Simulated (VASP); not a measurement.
# Si (C2) in VASP: a series of runs

Runs on Si. Level: PBE. Tasks: single point.

All numbers are computed with VASP 6.6.1; they aren't measurements. Logs are shortened: lines on timing, memory, paths and dates and some standing lists are left out, and cuts for length are marked.

### 1 The cell of the first run

It takes space group C2 (No. 5, monoclinic). The conventional cell has a = 14.068 Å, b = 3.912 Å, c = 6.216 Å, α = 90.00°, β = 96.63°, γ = 90.00°. Within 3.1 Å of Si (site symmetry 1) lie 4 Si at 2.34 to 2.40 Å. Within 3.2 Å of Si (site symmetry 1) lie 4 Si at 2.39 to 2.45 Å. Si (site symmetry 1) has 4 Si at 2.29 to 2.38 Å within 3.0 Å. Within 3.0 Å of Si (site symmetry 1) lie 4 Si at 2.29 to 2.45 Å.

### 2 Single point, PBE (atoms displaced along a vibrational mode, the cell strained)

Contents of INCAR:

```
SYSTEM = Si
PREC = Accurate
ENCUT = 520
EDIFF = 1E-7
ISMEAR = 0
SIGMA = 0.03
LREAL = .False.
LASPH = .True.
NELM = 100
ALGO = Normal
ISIF = 2
LWAVE = .False.
LCHARG = .False.
GGA = PE
NBANDS = 26
```

Contents of KPOINTS:

```
Automatic mesh
0
Gamma
  10 10 6
  0 0 0
```

Contents of POSCAR:

```
Si
1.0
    7.0339052071     -1.9559643326      0.0238396596
    7.0339052071      1.9559643326      0.0238396596
   -0.7382917970      0.0000000000      6.1723077119
Si
8
Direct
    0.0427491161      0.0685752169      0.8741221558
    0.9314247831      0.9572508839      0.1258778442
    0.5449241994      0.5735363720      0.6536328742
    0.4264636280      0.4550758006      0.3463671258
    0.2489950201      0.1767920981      0.0570686657
    0.8232079019      0.7510049799      0.9429313343
    0.7181434453      0.7359080939      0.5855965457
    0.2640919061      0.2818565547      0.4144034543
```

Potentials or basis: VASP PAW PBE potentials, release 64 (Si).

On the command line:

```bash
$ cat potpaw_PBE.64/Si/POTCAR > POTCAR
$ mpirun -np 1 vasp_std > vasp.out
```

OUTCAR:

```text
SYSTEM = Si
   PREC = Accurate
   ENCUT = 520
   EDIFF = 1E-7
   ISMEAR = 0
   LREAL = .False.
   LASPH = .True.
   NELM = 100
   ISIF = 2
   GGA = PE

 ion  position               nearest neighbor table
   1  0.043  0.069  0.874-   2 2.34   5 2.38   3 2.39   3 2.40
   2  0.931  0.957  0.126-   1 2.34   6 2.38   4 2.39   4 2.40
   3  0.545  0.574  0.654-   4 2.39   1 2.39   1 2.40   7 2.45
   4  0.426  0.455  0.346-   3 2.39   2 2.39   2 2.40   8 2.45
   5  0.249  0.177  0.057-   8 2.29   6 2.36   6 2.36   1 2.38
   6  0.823  0.751  0.943-   7 2.29   5 2.36   5 2.36   2 2.38
   7  0.718  0.736  0.586-   6 2.29   8 2.35   8 2.35   3 2.45
   8  0.264  0.282  0.414-   5 2.29   7 2.35   7 2.35   4 2.45

  LATTYP: Found a base centered monoclinic cell.
 ALAT       =    14.0678912125
 B/A-ratio  =     0.2780749869
 C/A-ratio  =     0.4418790040
 COS(beta)  =    -0.1154010459

  Lattice vectors:

 A1 = (   7.0339052071,  -1.9559643326,   0.0238396596)
 A2 = (   7.0339052071,   1.9559643326,   0.0238396596)
 A3 = (  -0.7382917970,   0.0000000000,   6.1723077119)

Analysis of symmetry for initial positions (statically):
=====================================================================
 Subroutine PRICEL returns:
 Original cell was already a primitive cell.

 Routine SETGRP: Setting up the symmetry group for a
 base centered monoclinic supercell.

 Subroutine GETGRP returns: Found  2 space group operations
 (whereof  2 operations were pure point group operations)
 out of a pool of  4 trial point group operations.

The static configuration has the point symmetry C_2 .

Analysis of symmetry for dynamics (positions and initial velocities):
=====================================================================
 Subroutine PRICEL returns:
 Original cell was already a primitive cell.

 Routine SETGRP: Setting up the symmetry group for a
 base centered monoclinic supercell.

 Subroutine GETGRP returns: Found  2 space group operations
 (whereof  2 operations were pure point group operations)
 out of a pool of  4 trial point group operations.

The dynamic configuration has the point symmetry C_2 .

 Subroutine INISYM returns: Found  2 space group operations
 (whereof  2 operations are pure point group operations),
[... 108 lines left out ...]
   EDIFF  = 0.1E-06   stopping-criterion for ELM
   LREAL  =      F    real-space projection
   EDIFFG = 0.1E-05   stopping-criterion for IOM
   NSW    =      0    number of steps for IOM
   IBRION =     -1    ionic relax: 0-MD 1-quasi-New 2-CG
   NFREE  =      0    steps in history (QN), initial steepest desc. (CG)
   ISIF   =      2    stress and relaxation
   ISYM   =      2    0-nonsym 1-usesym 2-fastsym
   POTIM  = 0.5000    time-step for ionic-motion
   TEBEG  =    0.0;   TEEND  =   0.0 temperature during run
   PSTRESS=    0.0 pullay stress
   NELECT =      32.0000    total number of electrons
   NUPDOWN=      -1.0000    fix difference up-down
   EMIN   =  10.00;   EMAX   =-10.00  energy-range for DOS
   EFERMI =   0.00;   METHOD = LEGACY
   ISMEAR =     0;   SIGMA  =   0.03  broadening in eV -4-tet -1-fermi 0-gaus
   EFERMI_NEDOS =   21; number of points for ismear=-14 and -15
   IALGO  =     38    algorithm
   IMIX   =      4    mixing-type and parameters
     AMIX     =   0.40;   BMIX     =  1.00
     AMIX_MAG =   1.60;   BMIX_MAG =  1.00
  volume/ion in A,a.u.               =      21.24       143.32
  Fermi-wavevector in a.u.,A,eV,Ry     =   0.938400  1.773318 11.981206  0.880594
  Thomas-Fermi vector in A             =   2.065607
   LORBIT       =      0    0 simple, 1 ext, 2 COOP (PROOUT), +10 PAW based schemes
   GGA     = PE    functional components
   LHFCALC =     F    Hartree Fock is set to
   AEXX    =    0.0000 exact exchange contribution
   IVDW    =     0    specifies the selected vdW correction
   LEPSILON=     F    determine dielectric tensor
   LRPA    =     F    only Hartree local field effects (RPA)
 non-spin polarized calculation
 Gauss-broadening in eV      SIGMA  =   0.03
  energy-cutoff  :      520.00
  volume of cell :      169.91
 maximum number of plane-waves:      4605
   NGX = 27   NGY = 27   NGZ = 23

 number of electron      31.9999998 magnetization

 Free energy of the ion-electron system (eV)
  ---------------------------------------------------
  ext. energy  EPLUGINS =         0.00000000
  ---------------------------------------------------
  free energy    TOTEN  =       -42.76249400 eV

  energy without entropy =      -42.76249400  energy(sigma->0) =      -42.76249400

 E-fermi :   5.5940     XC(G=0):  -9.0954

 val. band max:        5.4970924039   @ k =   0.0000   0.0000   0.0000
 cond. band min:       5.6909374568   @ k =   0.5000   0.5000   0.5000
 fundamental gap:      0.1938450529
 Fermi energy:         5.5940182855

 k-point     1 :       0.0000    0.0000    0.0000
  band No.  band energies     occupation
      1      -6.6262      2.00000
      2      -4.5036      2.00000
      3      -4.1455      2.00000
      4      -3.4674      2.00000
      5      -1.8147      2.00000
      6      -1.2588      2.00000
[... 685 lines left out ...]
     25       9.0484      0.00000
     26       9.2093      0.00000

 [... further k-points ...]

------------------------ aborting loop because EDIFF is reached ----------------------------------------

  FORCE on cell =-STRESS in cart. coord.  units (eV):
  Direction    XX          YY          ZZ          XY          YZ          ZX
  --------------------------------------------------------------------------------------
  -------------------------------------------------------------------------------------
  Total       -1.8378254     -1.6201714      3.2668636      0.0000000      0.0000000     -0.3335084
  in kB      -17.3302091    -15.2777887     30.8056623      0.0000000      0.0000000     -3.1448967
  external PRESSURE =      -0.6007785 kB  Pullay stress =       0.0000000 kB

 VOLUME and BASIS-vectors are now :
 -----------------------------------------------------------------------------
  energy-cutoff  :      520.00
  volume of cell :      169.91
      direct lattice vectors                 reciprocal lattice vectors
     7.033905207 -1.955964333  0.023839660     0.071055462 -0.255628383  0.008499198
     7.033905207  1.955964333  0.023839660     0.071055462  0.255628383  0.008499198
    -0.738291797  0.000000000  6.172307712    -0.000548883  0.000000000  0.161948304

 POSITION                                       TOTAL-FORCE (eV/Angst)
 -----------------------------------------------------------------------------------
      0.13769      0.05051      5.39800         0.241489     -0.060967      0.044645
     13.19183      0.05051      0.82198        -0.241489     -0.060967     -0.044645
      7.38457      0.05596      4.06109         0.193766     -0.060256     -0.019090
      5.94494      0.05596      2.15890        -0.193766     -0.060256      0.019090
      2.95281     -0.14123      0.36240        -0.073514      0.129121     -0.288694
     10.37671     -0.14123      5.85759         0.073514      0.129121      0.288694
      9.79532      0.03475      3.64915        -0.130515     -0.007898     -0.295320
      3.53420      0.03475      2.57084         0.130515     -0.007898      0.295320
 -----------------------------------------------------------------------------------
    total drift:                                0.000000      0.000012      0.000000

  FREE ENERGIE OF THE ION-ELECTRON SYSTEM (eV)
  ---------------------------------------------------
  free  energy   TOTEN  =       -42.7624939999 eV

  energy  without entropy=      -42.7624939982  energy(sigma->0) =      -42.76249400
```

stdout:

```text
POSCAR found type information on POSCAR Si
 POSCAR found :  1 types and       8 ions
 scaLAPACK will be used
 LDA part: xc-table for (Slater+PW92), standard interpolation
 POSCAR, INCAR and KPOINTS ok, starting setup
 FFT: planning ... GRIDC
 FFT: planning ... GRID_SOFT
 FFT: planning ... GRID
 WAVECAR not read
 entering main loop
```

It took 40 min on 1 thread of Intel Xeon 8259CL, shared host; peak memory 0.71 GiB.

Results:

* Free energy: -42.7625 eV
* Pressure: -0.1 GPa
* Largest force: 0.325 eV/Å
* Band gap on the k mesh: 0.19 eV (least direct gap 0.44 eV)

Forces in eV/Å, atoms in the order of the input:
```
Si   0.241 -0.061  0.045
Si  -0.241 -0.061 -0.045
Si   0.194 -0.060 -0.019
Si  -0.194 -0.060  0.019
Si  -0.074  0.129 -0.289
Si   0.074  0.129  0.289
Si  -0.131 -0.008 -0.295
Si   0.131 -0.008  0.295
```

Stress tensor (GPa, compression positive):
```
-1.73  0.00 -0.31
 0.00 -1.53  0.00
-0.31  0.00  3.08
```

Caveat: the cell differs from its parent crystal (atoms displaced along a vibrational mode, the cell strained).

### 3 Single point, PBE (atoms displaced along a vibrational mode, the cell strained)

Contents of INCAR:

```
PREC     = Accurate       # precision mode
ENCUT    = 520            # plane-wave cutoff, eV
EDIFF    = 1E-7           # SCF threshold, eV
ISMEAR   = 0              # smearing method
SIGMA    = 0.03           # smearing width, eV
LREAL    = F              # projectors in reciprocal space
LASPH    = T              # aspherical terms in the spheres
NELM     = 60             # most SCF steps
ALGO     = Normal         # electronic algorithm
ISIF     = 2              # what is computed and relaxed
LWAVE    = F              # write WAVECAR
LCHARG   = F              # write CHGCAR
GGA      = PE             # functional
NBANDS   = 26             # bands
```

Contents of KPOINTS:

```
Automatic mesh
0
Gamma
  10 10 6
```

Contents of POSCAR:

```
Si
1.0
    7.0339052071     -1.9559643326      0.0238396596
    7.0339052071      1.9559643326      0.0238396596
   -0.7382917970      0.0000000000      6.1723077119
Si
8
Direct
   -0.0089030857      0.1202274187      0.8741221558
    0.8797725813      1.0089030857      0.1258778442
    0.4876998543      0.6307607171      0.6536328742
    0.3692392829      0.5123001457      0.3463671258
    0.3934008639      0.0323862543      0.0570686657
    0.9676137457      0.6065991361      0.9429313343
    0.6826141483      0.7714373909      0.5855965457
    0.2285626091      0.3173858517      0.4144034543
```

Potentials or basis: VASP PAW PBE potentials, release 64 (Si).

On the command line:

```bash
$ cat potpaw_PBE.64/Si/POTCAR > POTCAR
$ mpirun -np 1 vasp_std > vasp.out
```

Wall time 9.4 min (1 thread of Intel Xeon 6975P-C (Granite Rapids), shared host); peak memory 0.71 GiB.

It converged, with:

```yaml
Free_energy: -41.7659 eV
Pressure: -2.9 GPa
Largest_force: 1.507 eV/Å
Band_gap_on_the_k_mesh: 0.02 eV (least direct gap 0.61 eV)
```

Forces on the atoms (eV/Å):
```
Si   0.750 -0.537  0.282
Si  -0.750 -0.537 -0.282
Si   0.247 -0.348 -0.103
Si  -0.247 -0.348  0.103
Si  -0.645  1.282  0.461
Si   0.645  1.282 -0.461
Si  -0.184 -0.397  0.548
Si   0.184 -0.397 -0.548
```

Stress tensor (GPa, compression positive):
```
-3.92  0.00 -1.71
 0.00 -4.21  0.00
-1.71  0.00 -0.48
```

Levels at points of the mesh, in eV from the valence-band top:
```tsv
k point	band 14	band 15	band 16	band 17	band 18	band 19
(0.00, 0.00, 0.00)	-1.08	-0.54	0.00	0.61	0.71	1.07
(0.50, 0.00, 0.00)	-3.00	-2.40	-1.86	0.37	0.87	1.22
(0.50, 0.50, 0.00)	-1.64	-1.57	-0.01	0.66	0.87	1.02
(0.00, 0.00, 0.50)	-2.07	-1.29	-0.79	0.31	0.53	1.17
(0.50, 0.00, 0.50)	-1.90	-1.83	-1.56	0.41	0.52	0.91
(0.50, 0.50, 0.50)	-2.02	-1.66	-1.61	0.64	0.67	0.84
```

Caveat: the cell differs from its parent crystal (atoms displaced along a vibrational mode, the cell strained); forces of over 1 eV/Å act on the atoms, so gaps and moduli don't describe the material at rest. A k mesh can miss the band edges.
